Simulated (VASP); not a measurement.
# CdTe (P4/mmm) in VASP: further runs

CdTe is run at these levels: PBE; tasks: single point.

Program: VASP 6.6.1. These are calculated values, not measurements. Logs are shortened: lines on timing, memory, paths and dates and some standing lists are left out, and cuts for length are marked.

### Step 1. The cell of the first run

It takes space group P4/mmm (No. 123, tetragonal). Conventional cell: a = 3.660 Å, b = 3.660 Å, c = 4.016 Å, α = 90.00°, β = 90.00°, γ = 90.00°. Cd (site symmetry 4/mmm) has 8 Te at 3.28 Å and 6 Cd at 3.66 to 4.02 Å within 4.3 Å. Within 4.3 Å of Te (site symmetry 4/mmm) lie 8 Cd at 3.28 Å and 6 Te at 3.66 to 4.02 Å.

### Step 2. Single point, PBE

Input file INCAR:

```
SYSTEM = CdTe
ALGO = Normal
EDIFF = 1E-6
ENCUT = 500
GGA = PE
GGA_COMPAT = .FALSE.
ISIF = 2
ISMEAR = 0
LASPH = .TRUE.
LCHARG = .FALSE.
LREAL = .FALSE.
LWAVE = .FALSE.
NBANDS = 16
NELM = 120
PREC = Accurate
SIGMA = 0.2
```

Input file KPOINTS:

```
k-points
0
G
  5 5 5
  0 0 0
```

Input file POSCAR:

```
CdTe
1.0
    3.6603642635      0.0000000000      0.0000000000
    0.0000000000      3.6603642635      0.0000000000
    0.0000000000      0.0000000000      4.0156299757
Cd Te
1 1
Direct
    0.5000000000      0.5000000000      0.0000000000
    0.0000000000      0.0000000000      0.5000000000
```

Potentials or basis: VASP PAW PBE potentials, release 64 (Cd, Te).

Run with:

```console
cat potpaw_PBE.64/Cd/POTCAR potpaw_PBE.64/Te/POTCAR > POTCAR
mpirun -np 1 vasp_std > vasp.out
```

OUTCAR:

```text
SYSTEM = CdTe
   EDIFF = 1E-6
   ENCUT = 500
   GGA = PE
   ISIF = 2
   ISMEAR = 0
   LASPH = .TRUE.
   LREAL = .FALSE.
   NELM = 120
   PREC = Accurate

 ion  position               nearest neighbor table
   1  0.500  0.500  0.000-   2 3.28   2 3.28   2 3.28   2 3.28   2 3.28   2 3.28   2 3.28   2 3.28

   2  0.000  0.000  0.500-   1 3.28   1 3.28   1 3.28   1 3.28   1 3.28   1 3.28   1 3.28   1 3.28

  LATTYP: Found a simple tetragonal cell.
 ALAT       =     3.6603642635
 C/A-ratio  =     1.0970574748

  Lattice vectors:

 A1 = (   3.6603642635,   0.0000000000,   0.0000000000)
 A2 = (   0.0000000000,   3.6603642635,   0.0000000000)
 A3 = (   0.0000000000,   0.0000000000,   4.0156299757)

Analysis of symmetry for initial positions (statically):
=====================================================================
 Subroutine PRICEL returns:
 Original cell was already a primitive cell.

 Routine SETGRP: Setting up the symmetry group for a
 simple tetragonal supercell.

 Subroutine GETGRP returns: Found 16 space group operations
 (whereof 16 operations were pure point group operations)
 out of a pool of 16 trial point group operations.

The static configuration has the point symmetry D_4h.

Analysis of symmetry for dynamics (positions and initial velocities):
=====================================================================
 Subroutine PRICEL returns:
 Original cell was already a primitive cell.

 Routine SETGRP: Setting up the symmetry group for a
 simple tetragonal supercell.

 Subroutine GETGRP returns: Found 16 space group operations
 (whereof 16 operations were pure point group operations)
 out of a pool of 16 trial point group operations.

The dynamic configuration has the point symmetry D_4h.

 Subroutine INISYM returns: Found 16 space group operations
 (whereof 16 operations are pure point group operations),
 and found     1 'primitive' translations

----------------------------------------------------------------------------------------

                                     Primitive cell

  volume of cell :      53.8025

  direct lattice vectors                    reciprocal lattice vectors
     3.660364263  0.000000000  0.000000000     0.273196854  0.000000000  0.000000000
     0.000000000  3.660364263  0.000000000     0.000000000  0.273196854  0.000000000
     0.000000000  0.000000000  4.015629976     0.000000000  0.000000000  0.249026929

[... 74 lines left out ...]
   ENCUT  =  500.0 eV  36.75 Ry    6.06 a.u.   6.67  6.67  7.32*2*pi/ulx,y,z
   NELM   =    120;   NELMIN=  2; NELMDL= -5     # of ELM steps
   EDIFF  = 0.1E-05   stopping-criterion for ELM
   LREAL  =      F    real-space projection
   EDIFFG = 0.1E-04   stopping-criterion for IOM
   NSW    =      0    number of steps for IOM
   IBRION =     -1    ionic relax: 0-MD 1-quasi-New 2-CG
   NFREE  =      0    steps in history (QN), initial steepest desc. (CG)
   ISIF   =      2    stress and relaxation
   ISYM   =      2    0-nonsym 1-usesym 2-fastsym
   POTIM  = 0.5000    time-step for ionic-motion
   TEBEG  =    0.0;   TEEND  =   0.0 temperature during run
   PSTRESS=    0.0 pullay stress
   NELECT =      18.0000    total number of electrons
   NUPDOWN=      -1.0000    fix difference up-down
   EMIN   =  10.00;   EMAX   =-10.00  energy-range for DOS
   EFERMI =   0.00;   METHOD = LEGACY
   ISMEAR =     0;   SIGMA  =   0.20  broadening in eV -4-tet -1-fermi 0-gaus
   EFERMI_NEDOS =   21; number of points for ismear=-14 and -15
   IALGO  =     38    algorithm
   IMIX   =      4    mixing-type and parameters
     AMIX     =   0.40;   BMIX     =  1.00
     AMIX_MAG =   1.60;   BMIX_MAG =  1.00
  volume/ion in A,a.u.               =      26.90       181.54
  Fermi-wavevector in a.u.,A,eV,Ry     =   1.136488  2.147651 17.573356  1.291605
  Thomas-Fermi vector in A             =   2.273193
   LORBIT       =      0    0 simple, 1 ext, 2 COOP (PROOUT), +10 PAW based schemes
   GGA     = PE    functional components
   LHFCALC =     F    Hartree Fock is set to
   AEXX    =    0.0000 exact exchange contribution
   IVDW    =     0    specifies the selected vdW correction
   LEPSILON=     F    determine dielectric tensor
   LRPA    =     F    only Hartree local field effects (RPA)
 non-spin polarized calculation
 Gauss-broadening in eV      SIGMA  =   0.20
  energy-cutoff  :      500.00
  volume of cell :       53.80
 maximum number of plane-waves:      1376
 NGX is ok and might be reduce to    28
   NGX = 13   NGY = 13   NGZ = 15

 number of electron      18.0000004 magnetization

 Free energy of the ion-electron system (eV)
  ---------------------------------------------------
  ext. energy  EPLUGINS =         0.00000000
  ---------------------------------------------------
  free energy    TOTEN  =        -3.84326220 eV

  energy without entropy =       -3.82072065  energy(sigma->0) =       -3.83199142

 E-fermi :   4.8123     XC(G=0): -10.1192

 val. band max:        4.7796147254   @ k =   0.4000   0.4000   0.4000
 cond. band min:       4.8834657341   @ k =   0.4000   0.4000   0.0000
 fundamental gap:      0.1038510088
 Fermi energy:         4.8123365189

 k-point     1 :       0.0000    0.0000    0.0000
  band No.  band energies     occupation
      1      -7.4756      2.00000
      2      -3.6992      2.00000
      3      -3.6318      2.00000
      4      -3.3985      2.00000
      5      -3.3985      2.00000
      6      -3.3643      2.00000
[... 319 lines left out ...]
      3      -3.7160      2.00000
      4      -3.4370      2.00000
      5      -3.3175      2.00000
      6      -3.2766      2.00000
[... 8 lines left out ...]
     15      19.0683      0.00000
     16      19.1921      0.00000

------------------------ aborting loop because EDIFF is reached ----------------------------------------

  FORCE on cell =-STRESS in cart. coord.  units (eV):
  Direction    XX          YY          ZZ          XY          YZ          ZX
  --------------------------------------------------------------------------------------
  -------------------------------------------------------------------------------------
  Total        0.0573069      0.0573069     -0.0952061      0.0000000      0.0000000      0.0000000
  in kB        1.7065343      1.7065343     -2.8351296      0.0000000      0.0000000      0.0000000
  external PRESSURE =       0.1926464 kB  Pullay stress =       0.0000000 kB

 VOLUME and BASIS-vectors are now :
 -----------------------------------------------------------------------------
  energy-cutoff  :      500.00
  volume of cell :       53.80
      direct lattice vectors                 reciprocal lattice vectors
     3.660364263  0.000000000  0.000000000     0.273196854  0.000000000  0.000000000
     0.000000000  3.660364263  0.000000000     0.000000000  0.273196854  0.000000000
     0.000000000  0.000000000  4.015629976     0.000000000  0.000000000  0.249026929

 POSITION                                       TOTAL-FORCE (eV/Angst)
 -----------------------------------------------------------------------------------
      1.83018      1.83018      0.00000         0.000000      0.000000      0.000000
      0.00000      0.00000      2.00781         0.000000      0.000000      0.000000
 -----------------------------------------------------------------------------------
    total drift:                                0.000000      0.000000     -0.000000

  FREE ENERGIE OF THE ION-ELECTRON SYSTEM (eV)
  ---------------------------------------------------
  free  energy   TOTEN  =        -3.8432621961 eV

  energy  without entropy=       -3.8207206506  energy(sigma->0) =       -3.83199142
```

OSZICAR:

```text
N       E                     dE             d eps       ncg     rms          rms(c)
DAV:   1     0.994156121854E+02    0.99416E+02   -0.83171E+03   584   0.981E+02
DAV:   2    -0.874588072819E+00   -0.10029E+03   -0.95305E+02   696   0.237E+02
DAV:   3    -0.397324189847E+01   -0.30987E+01   -0.30918E+01   696   0.428E+01
DAV:   4    -0.399202214571E+01   -0.18780E-01   -0.18779E-01   752   0.315E+00
DAV:   5    -0.399231028035E+01   -0.28813E-03   -0.28813E-03   752   0.341E-01    0.594E+00
DAV:   6    -0.384847047027E+01    0.14384E+00   -0.22551E-01   656   0.565E+00    0.431E+00
DAV:   7    -0.384381322676E+01    0.46572E-02   -0.29901E-02   704   0.138E+00    0.162E+00
DAV:   8    -0.384322549470E+01    0.58773E-03   -0.27869E-03   656   0.599E-01    0.220E-01
DAV:   9    -0.384326025848E+01   -0.34764E-04   -0.46223E-04   768   0.183E-01    0.876E-02
DAV:  10    -0.384326007138E+01    0.18710E-06   -0.17681E-05   696   0.464E-02    0.550E-02
DAV:  11    -0.384326183365E+01   -0.17623E-05   -0.77558E-06   696   0.219E-02    0.111E-02
DAV:  12    -0.384326219612E+01   -0.36247E-06   -0.43087E-07   424   0.472E-03
   1 F= -.38432622E+01 E0= -.38319914E+01  d E =-.225415E-01
```

stdout:

```text
POSCAR found type information on POSCAR CdTe
 POSCAR found :  2 types and       2 ions
 scaLAPACK will be used
 LDA part: xc-table for (Slater+PW92), standard interpolation
 POSCAR, INCAR and KPOINTS ok, starting setup
 FFT: planning ... GRIDC
 FFT: planning ... GRID_SOFT
 FFT: planning ... GRID
 WAVECAR not read
 entering main loop
```

Run time: 6.5 s. Hardware: 1 thread of Intel Xeon 6975P-C (Granite Rapids), shared host; peak memory 0.16 GiB.

Results:

| Quantity | Value |
| --- | --- |
| Free energy | -3.8433 eV |
| Pressure | 0.0 GPa |
| Band gap on the k mesh | zero (band 9 reaches 5.51 eV, above the bottom of band 10 at 4.14 eV) |

Levels at points of the mesh, in eV from the Fermi level:
```csv
k point,band 7,band 8,band 9,band 10,band 11,band 12
"(0.00, 0.00, 0.00)",-1.84,-1.29,-0.55,-0.55,4.79,5.21
```

Caveat: spin-orbit coupling is left out, which moves the levels of the heavy elements.

### Step 3. Single point, PBE

This run uses another cell than the first one, of 30.54 Å³/atom, 1.135 times its volume.

Input file INCAR:

```
ALGO = Normal
EDIFF = 1E-6
ENCUT = 500
GGA = PE
GGA_COMPAT = False
ISIF = 2
ISMEAR = 0
LASPH = True
LCHARG = False
LREAL = False
LWAVE = False
NBANDS = 16
NELM = 120
PREC = Accurate
SIGMA = 0.2
```

Input file KPOINTS:

```
k-points
0
Gamma
  5 5 4
```

Input file POSCAR:

```
CdTe
1.0
    3.0918489267      0.0000000000      0.0000000000
    0.0000000000      3.0918489267      0.0000000000
    0.0000000000      0.0000000000      6.3888097952
Cd Te
1 1
Direct
    0.0000000000      0.0000000000      0.5000000000
    0.0000000000      0.0000000000      0.0000000000
```

Potentials or basis: VASP PAW PBE potentials, release 64 (Cd, Te).

Run with:

```console
cat potpaw_PBE.64/Cd/POTCAR potpaw_PBE.64/Te/POTCAR > POTCAR
mpirun -np 1 vasp_std > vasp.out
```

Wall time 6.3 s (1 thread of Intel Xeon 6975P-C (Granite Rapids), shared host); peak memory 0.17 GiB.

It converged, with:

```yaml
Free_energy: -3.7138 eV
Pressure: 0.1 GPa
Band_gap_on_the_k_mesh: zero (band 9 reaches 6.41 eV, above the bottom of band 10 at 3.43 eV)
```

Stress tensor (GPa, compression positive):
```
-0.10  0.00  0.00
 0.00 -0.10  0.00
 0.00  0.00  0.37
```

Levels at points of the mesh, in eV from the Fermi level:
| k point | band 6 | band 7 | band 8 | band 9 | band 10 | band 11 | band 12 | band 13 |
| --- | --- | --- | --- | --- | --- | --- | --- | --- |
| (0.00, 0.00, 0.00) | -8.00 | -4.86 | -4.33 | 2.64 | 2.64 | 5.17 | 7.31 | 8.33 |
| (0.00, 0.00, 0.50) | -8.00 | -6.31 | -0.96 | 1.17 | 2.69 | 2.69 | 7.31 | 8.37 |

Caveat: the k points lie up to 0.41 Å⁻¹ apart; spin-orbit coupling is left out, which moves the levels of the heavy elements.
